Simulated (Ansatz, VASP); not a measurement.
## Two plane-wave programs on ZrC

```
Zr C
1.0
     0.00000    1.87030    1.87030
     1.87030    0.00000    1.87030
     1.87030    1.87030    0.00000
Zr C
1 1
Direct
  0.00000 0.00000 0.00000
  0.50000 0.50000 0.50000
```

Change from the starting cell: volume scaled by 0.5, PAW files.

Alike in both runs: task single point; functional PBEsol; k mesh 13 × 13 × 13; occupations fermi-dirac, width 0.05 eV; no spin polarisation.

|  | VASP | Ansatz |
| --- | --- | --- |
| version | VASP 6.6.1 | Ansatz 0.2.0 |
| potentials or method | VASP PAW PBE potentials, release 64 (Zr_sv, C) | PAW with Ansatz's default frozen-core files, scalar-relativistic |
| plane-wave cutoff (eV) | 520 | 420 |
| valence electrons in the cell | 16 | 16 |

VASP gave:

```
pressure (GPa) : 544.1
```

Estimate Ansatz's values.

pressure (GPa): 542.4.

VASP's potentials were made for PBE, not for PBEsol. Both programs put the cell under a high pressure, so it lies far from rest at this level.

Noted on VASP's run: the cell as given lies far from equilibrium.
